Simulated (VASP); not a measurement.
# Be3Se2O (C222) in VASP: single point with PBE

Aim: the single point of Be3Se2O with PBE.

All numbers are computed with VASP 6.6.1; they aren't measurements. Logs are shortened: lines on timing, memory, paths and dates and some standing lists are left out, and cuts for length are marked.

### 1 The cell of the first run

Symmetry: C222, No. 21, orthorhombic system. The conventional cell has a = 6.438 Å, b = 7.975 Å, c = 3.626 Å, α = 90.00°, β = 90.00°, γ = 90.00°. Within 2.1 Å of Be (site symmetry 2) lie 1 O at 1.58 Å. Be (site symmetry 222) has 2 O at 1.81 Å within 2.4 Å. Within 2.9 Å of Se (site symmetry 2) lie 6 Be at 2.20 to 2.74 Å. Within 2.1 Å of O (site symmetry 222) lie 4 Be at 1.58 to 1.81 Å.

### 2 Single point, PBE

The input, INCAR:

```
SYSTEM = Be3Se2O
PREC = Accurate
ENCUT = 600
EDIFF = 1E-6
ISMEAR = 0
SIGMA = 0.15
LREAL = .False.
LASPH = .True.
NELM = 120
ALGO = Normal
ISIF = 2
LWAVE = .False.
LCHARG = .True.
GGA = PE
LELF = .True.
LVHAR = .True.
NBANDS = 21
GGA_COMPAT = .False.
```

The input, KPOINTS:

```
Automatic mesh
0
Gamma
  3 3 3
  0 0 0
```

The input, POSCAR:

```
Be3Se2O
1.0
    3.9873768590     -3.2192222193      0.0000000000
    3.9873768590      3.2192222193      0.0000000000
    0.0000000000      0.0000000000      3.6263649386
Be Se O
3 2 1
Direct
    0.8012713619      0.8012713619      0.0000000000
    0.1987286381      0.1987286381      0.0000000000
    0.0000000000      0.0000000000      0.5000000000
    0.0000000000      0.5000000000      0.3981168726
    0.5000000000      0.0000000000      0.6018831274
    0.0000000000      0.0000000000      0.0000000000
```

Potentials or basis: VASP PAW PBE potentials, release 64 (Be, Se, O).

Started as:

```sh
cat potpaw_PBE.64/Be/POTCAR potpaw_PBE.64/Se/POTCAR potpaw_PBE.64/O/POTCAR > POTCAR
mpirun -np 1 vasp_std > vasp.out
```

OUTCAR:

```text
SYSTEM = Be3Se2O
   PREC = Accurate
   ENCUT = 600
   EDIFF = 1E-6
   ISMEAR = 0
   LREAL = .False.
   LASPH = .True.
   NELM = 120
   ISIF = 2
   GGA = PE

 ion  position               nearest neighbor table
   1  0.801  0.801  0.000-   6 1.58   5 2.20   4 2.20
   2  0.199  0.199  0.000-   6 1.58   5 2.20   4 2.20
   3  0.000  0.000  0.500-   6 1.81   6 1.81   4 2.59   5 2.59   4 2.59   5 2.59
   4  0.000  0.500  0.398-   1 2.20   2 2.20   3 2.59   3 2.59
   5  0.500  0.000  0.602-   1 2.20   2 2.20   3 2.59   3 2.59
   6  0.000  0.000  0.000-   1 1.58   2 1.58   3 1.81   3 1.81

  LATTYP: Found a base centered orthorhombic cell.
 ALAT       =     6.4384444386
 B/A-ratio  =     1.2386149782
 C/A-ratio  =     0.5632361936

  Lattice vectors:

 A1 = (  -3.9873768590,  -3.2192222193,   0.0000000000)
 A2 = (   3.9873768590,  -3.2192222193,   0.0000000000)
 A3 = (   0.0000000000,   0.0000000000,   3.6263649386)

Analysis of symmetry for initial positions (statically):
=====================================================================
 Subroutine PRICEL returns:
 Original cell was already a primitive cell.

 Routine SETGRP: Setting up the symmetry group for a
 base centered orthorhombic supercell.

 Subroutine GETGRP returns: Found  4 space group operations
 (whereof  4 operations were pure point group operations)
 out of a pool of  8 trial point group operations.

The static configuration has the point symmetry D_2 .

Analysis of symmetry for dynamics (positions and initial velocities):
=====================================================================
 Subroutine PRICEL returns:
 Original cell was already a primitive cell.

 Routine SETGRP: Setting up the symmetry group for a
 base centered orthorhombic supercell.

 Subroutine GETGRP returns: Found  4 space group operations
 (whereof  4 operations were pure point group operations)
 out of a pool of  8 trial point group operations.

The dynamic configuration has the point symmetry D_2 .

 Subroutine INISYM returns: Found  4 space group operations
 (whereof  4 operations are pure point group operations),
 and found     1 'primitive' translations

----------------------------------------------------------------------------------------

                                     Primitive cell

  volume of cell :      93.0979

  direct lattice vectors                    reciprocal lattice vectors
     3.987376859 -3.219222219  0.000000000     0.125395722 -0.155317019  0.000000000
     3.987376859  3.219222219  0.000000000     0.125395722  0.155317019  0.000000000
     0.000000000  0.000000000  3.626364939     0.000000000  0.000000000  0.275758236

  length of vectors
     5.124701544  5.124701544  3.626364939     0.199618295  0.199618295  0.275758236

  position of ions in fractional coordinates (direct lattice)
     0.801271362  0.801271362  0.000000000
     0.198728638  0.198728638  0.000000000
     0.000000000  0.000000000  0.500000000
     0.000000000  0.500000000  0.398116873
     0.500000000  0.000000000  0.601883127
     0.000000000  0.000000000  0.000000000

  ion indices of the primitive-cell ions
   primitive index   ion index
                 1           1
                 2           2
                 3           3
                 4           4
                 5           5
                 6           6

----------------------------------------------------------------------------------------

 KPOINTS: Automatic mesh

Automatic generation of k-mesh.
 Grid dimensions read from file:
 generate k-points for:    3    3    3

 Generating k-lattice:

  Cartesian coordinates                     Fractional coordinates (reciprocal lattice)
     0.041798574 -0.051772340  0.000000000     0.333333333 -0.000000000  0.000000000
     0.041798574  0.051772340  0.000000000    -0.000000000  0.333333333  0.000000000
     0.000000000  0.000000000  0.091919412     0.000000000  0.000000000  0.333333333

  Length of vectors
     0.066539432  0.066539432  0.091919412

  Shift w.r.t. Gamma in fractional coordinates (k-lattice)
     0.000000000  0.000000000  0.000000000

 Subroutine IBZKPT returns following result:
 ===========================================

 Found      8 irreducible k-points:

 Following reciprocal coordinates:
            Coordinates               Weight
  0.000000  0.000000  0.000000      1.000000
  0.333333  0.000000  0.000000      4.000000
  0.333333  0.333333  0.000000      2.000000
 -0.333333  0.333333  0.000000      2.000000
  0.000000  0.000000  0.333333      2.000000
  0.333333  0.000000  0.333333      8.000000
  0.333333  0.333333  0.333333      4.000000
 -0.333333  0.333333  0.333333      4.000000
   k-points           NKPTS =      8   k-points in BZ     NKDIM =      8   number of bands    NBANDS=     21
   number of dos      NEDOS =    301   number of ions     NIONS =      6
   total plane-waves  NPLWV =  52920
   dimension x,y,z NGX =    42 NGY =   42 NGZ =   30
   dimension x,y,z NGXF=    84 NGYF=   84 NGZF=   60
   ions per type =               3   2   1
   NGX,Y,Z   is equivalent  to a cutoff of  13.62, 13.62, 13.75 a.u.
   NGXF,Y,Z  is equivalent  to a cutoff of  27.25, 27.25, 27.51 a.u.
 SYSTEM =  Be3Se2O
   PREC   = accura    normal or accurate (medium, high low for compatibility)
   ISTART =      0    job   : 0-new  1-cont  2-samecut
   ICHARG =      2    charge: 1-file 2-atom 10-const
   ISPIN  =      1    spin polarized calculation?
   LNONCOLLINEAR =      F non collinear calculations
   LSORBIT =      F    spin-orbit coupling
   LASPH  =      T    aspherical Exc in radial PAW
   ENCUT  =  600.0 eV  44.10 Ry    6.64 a.u.  10.24 10.24  7.24*2*pi/ulx,y,z
   NELM   =    120;   NELMIN=  2; NELMDL= -5     # of ELM steps
   EDIFF  = 0.1E-05   stopping-criterion for ELM
   LREAL  =      F    real-space projection
   EDIFFG = 0.1E-04   stopping-criterion for IOM
   NSW    =      0    number of steps for IOM
   IBRION =     -1    ionic relax: 0-MD 1-quasi-New 2-CG
   NFREE  =      0    steps in history (QN), initial steepest desc. (CG)
   ISIF   =      2    stress and relaxation
   ISYM   =      2    0-nonsym 1-usesym 2-fastsym
   POTIM  = 0.5000    time-step for ionic-motion
   TEBEG  =    0.0;   TEEND  =   0.0 temperature during run
   PSTRESS=    0.0 pullay stress
   NELECT =      24.0000    total number of electrons
   NUPDOWN=      -1.0000    fix difference up-down
   EMIN   =  10.00;   EMAX   =-10.00  energy-range for DOS
   EFERMI =   0.00;   METHOD = LEGACY
   ISMEAR =     0;   SIGMA  =   0.15  broadening in eV -4-tet -1-fermi 0-gaus
   EFERMI_NEDOS =   21; number of points for ismear=-14 and -15
   IALGO  =     38    algorithm
   IMIX   =      4    mixing-type and parameters
     AMIX     =   0.40;   BMIX     =  1.00
     AMIX_MAG =   1.60;   BMIX_MAG =  1.00
  volume/ion in A,a.u.               =      15.52       104.71
  Fermi-wavevector in a.u.,A,eV,Ry     =   1.041914  1.968933 14.770286  1.085585
  Thomas-Fermi vector in A             =   2.176556
   LORBIT       =      0    0 simple, 1 ext, 2 COOP (PROOUT), +10 PAW based schemes
   GGA     = PE    functional components
   LHFCALC =     F    Hartree Fock is set to
   AEXX    =    0.0000 exact exchange contribution
   IVDW    =     0    specifies the selected vdW correction
   LEPSILON=     F    determine dielectric tensor
   LRPA    =     F    only Hartree local field effects (RPA)
 non-spin polarized calculation
 Gauss-broadening in eV      SIGMA  =   0.15
  energy-cutoff  :      600.00
  volume of cell :       93.10
 maximum number of plane-waves:      3113
 NGX is ok and might be reduce to    42
   NGX = 21   NGY = 21   NGZ = 15

 number of electron      24.0000002 magnetization

 Free energy of the ion-electron system (eV)
  ---------------------------------------------------
  ext. energy  EPLUGINS =         0.00000000
  ---------------------------------------------------
  free energy    TOTEN  =       -28.17676020 eV

  energy without entropy =      -28.17676020  energy(sigma->0) =      -28.17676020

 E-fermi :   3.5395     XC(G=0):  -9.0706

 val. band max:        2.8833375401   @ k =   0.3333   0.3333   0.0000
 cond. band min:       4.9911552291   @ k =   0.0000   0.0000   0.0000
 fundamental gap:      2.1078176890
 Fermi energy:         3.5394530420

 k-point     1 :       0.0000    0.0000    0.0000
  band No.  band energies     occupation
      1     -16.9599      2.00000
      2     -10.1634      2.00000
      3      -9.0940      2.00000
      4      -5.2239      2.00000
      5      -3.7292      2.00000
      6      -2.6307      2.00000
[... 13 lines left out ...]
     20      11.0127      0.00000
     21      11.9953      0.00000

 k-point     2 :       0.3333    0.0000    0.0000
  band No.  band energies     occupation
      1     -16.9456      2.00000
      2     -10.0415      2.00000
      3      -9.5018      2.00000
      4      -4.6599      2.00000
      5      -3.7625      2.00000
      6      -2.1847      2.00000
[... 13 lines left out ...]
     20      10.7144      0.00000
     21      11.8830      0.00000

 k-point     3 :       0.3333    0.3333    0.0000
  band No.  band energies     occupation
      1     -16.9322      2.00000
      2     -10.2937      2.00000
      3      -9.3135      2.00000
      4      -4.3219      2.00000
      5      -3.7599      2.00000
      6      -2.2468      2.00000
[... 13 lines left out ...]
     20      10.7986      0.00000
     21      11.0364      0.00000

 k-point     4 :      -0.3333    0.3333    0.0000
  band No.  band energies     occupation
      1     -16.9317      2.00000
      2     -10.0930      2.00000
      3      -9.6143      2.00000
      4      -4.0675      2.00000
      5      -3.6744      2.00000
      6      -2.5840      2.00000
[... 13 lines left out ...]
     20      10.8576      0.00000
     21      12.3896      0.00000

 k-point     5 :       0.0000    0.0000    0.3333
  band No.  band energies     occupation
      1     -16.9342      2.00000
      2     -10.0302      2.00000
      3      -8.6534      2.00000
      4      -4.5505      2.00000
      5      -3.6532      2.00000
      6      -2.3903      2.00000
[... 13 lines left out ...]
     20      11.1956      0.00000
     21      11.8008      0.00000

 k-point     6 :       0.3333    0.0000    0.3333
  band No.  band energies     occupation
      1     -16.9269      2.00000
      2      -9.7667      2.00000
      3      -9.1013      2.00000
      4      -4.4349      2.00000
      5      -3.9748      2.00000
      6      -2.1845      2.00000
[... 13 lines left out ...]
     20      11.3211      0.00000
     21      12.2208      0.00000

 k-point     7 :       0.3333    0.3333    0.3333
  band No.  band energies     occupation
      1     -16.9199      2.00000
      2      -9.9091      2.00000
      3      -8.8712      2.00000
      4      -4.9344      2.00000
      5      -3.9954      2.00000
      6      -1.9739      2.00000
[... 13 lines left out ...]
     20      11.5194      0.00000
     21      11.8299      0.00000

 k-point     8 :      -0.3333    0.3333    0.3333
  band No.  band energies     occupation
      1     -16.9197      2.00000
      2      -9.6283      2.00000
      3      -9.2746      2.00000
      4      -4.7726      2.00000
      5      -3.9918      2.00000
      6      -2.0074      2.00000
[... 13 lines left out ...]
     20      11.4372      0.00000
     21      11.7157      0.00000

------------------------ aborting loop because EDIFF is reached ----------------------------------------

  FORCE on cell =-STRESS in cart. coord.  units (eV):
  Direction    XX          YY          ZZ          XY          YZ          ZX
  --------------------------------------------------------------------------------------
  -------------------------------------------------------------------------------------
  Total        0.2569322      0.1647938      0.1587354      0.0000000      0.0000000      0.0000000
  in kB        4.4217018      2.8360363      2.7317730      0.0000000      0.0000000      0.0000000
  external PRESSURE =       3.3298370 kB  Pullay stress =       0.0000000 kB

 VOLUME and BASIS-vectors are now :
 -----------------------------------------------------------------------------
  energy-cutoff  :      600.00
  volume of cell :       93.10
      direct lattice vectors                 reciprocal lattice vectors
     3.987376859 -3.219222219  0.000000000     0.125395722 -0.155317019  0.000000000
     3.987376859  3.219222219  0.000000000     0.125395722  0.155317019  0.000000000
     0.000000000  0.000000000  3.626364939     0.000000000  0.000000000  0.275758236

 POSITION                                       TOTAL-FORCE (eV/Angst)
 -----------------------------------------------------------------------------------
      6.38994      0.00000      0.00000        -0.040400     -0.000000      0.000000
      1.58481      0.00000      0.00000         0.040400     -0.000000      0.000000
      0.00000      0.00000      1.81318        -0.000000     -0.000000      0.000000
      1.99369      1.60961      1.44372         0.000000      0.000000      0.041040
      1.99369     -1.60961      2.18265        -0.000000     -0.000000     -0.041040
      0.00000      0.00000      0.00000        -0.000000     -0.000000      0.000000
 -----------------------------------------------------------------------------------
    total drift:                               -0.000000     -0.000000      0.000000

  FREE ENERGIE OF THE ION-ELECTRON SYSTEM (eV)
  ---------------------------------------------------
  free  energy   TOTEN  =       -28.1767601977 eV

  energy  without entropy=      -28.1767601977  energy(sigma->0) =      -28.17676020
```

Wall time 24 s (1 thread of Intel Xeon Platinum 8375C at 2.90GHz (Ice Lake), shared host); peak memory 0.22 GiB.

Results:

```
Free energy            : -28.1768 eV
Pressure               : 0.3 GPa
Largest force          : 0.041 eV/Å
Band gap on the k mesh : 2.11 eV, indirect (least direct gap 2.70 eV)
```

Forces in eV/Å, atoms in the order of the input:
```
Be  -0.040  0.000  0.000
Be   0.040  0.000  0.000
Be   0.000  0.000  0.000
Se   0.000  0.000  0.041
Se   0.000  0.000 -0.041
O    0.000  0.000  0.000
```

Levels at points of the mesh, in eV from the valence-band top:
```tsv
k point	band 8	band 9	band 10	band 11	band 12	band 13	band 14	band 15	band 16	band 17
(0.00, 0.00, 0.00)	-1.13	-1.02	-0.84	-0.77	-0.59	2.11	3.14	3.68	4.28	4.78
```

Caveat: the k points lie up to 0.58 Å⁻¹ apart. A k mesh can miss the band edges.
